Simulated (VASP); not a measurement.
Set up this calculation in VASP 6.6.1, as the native input.

```yaml
Task: single point
Functional: LDA
Potentials_or_basis: VASP PAW LDA potentials, release 64 (Sn_d, Te)
Cutoff: 520 eV
k_mesh: 11 × 11 × 11
Occupations: fermi-dirac, width 0.08 eV
Spin: no spin polarisation
Dipole_correction: no
Further_INCAR_settings: ALGO = Normal; EDIFF = 1e-06; NBANDS = 17
```

The structure of SnTe lies in POSCAR:

```
SnTe
1.0
    0.0000000000      3.1138393650      3.1138393650
    3.1138393650      0.0000000000      3.1138393650
    3.1138393650      3.1138393650      0.0000000000
Sn Te
1 1
Direct
    0.0000000000      0.0000000000      0.0000000000
    0.5000000000      0.5000000000      0.5000000000
```

This cell differs from its parent crystal: volume scaled by 0.96.

These files were run (other wordings do the same):

INCAR

```
  ALGO = Normal
  EDIFF = 1E-6
  ENCUT = 520
  ISIF = 2
  ISMEAR = -1
  LASPH = T
  LCHARG = F
  LREAL = F
  LWAVE = F
  NBANDS = 17
  NELM = 80
  PREC = Accurate
  SIGMA = 0.08
```

KPOINTS

```
k-points
0
Gamma
  11 11 11
```

Potentials or basis: VASP PAW LDA potentials, release 64 (Sn_d, Te).

Launch:

```sh
$ cat potpaw_LDA.64/Sn_d/POTCAR potpaw_LDA.64/Te/POTCAR > POTCAR
$ mpirun -np 1 vasp_std > vasp.out
```

It gave:

| Property | Result |
| --- | --- |
| Pressure | 0.2 GPa |

Wall time 36 s on 1 thread of Intel Xeon 6975P-C, with other jobs on the host, peak memory 0.21 GiB.
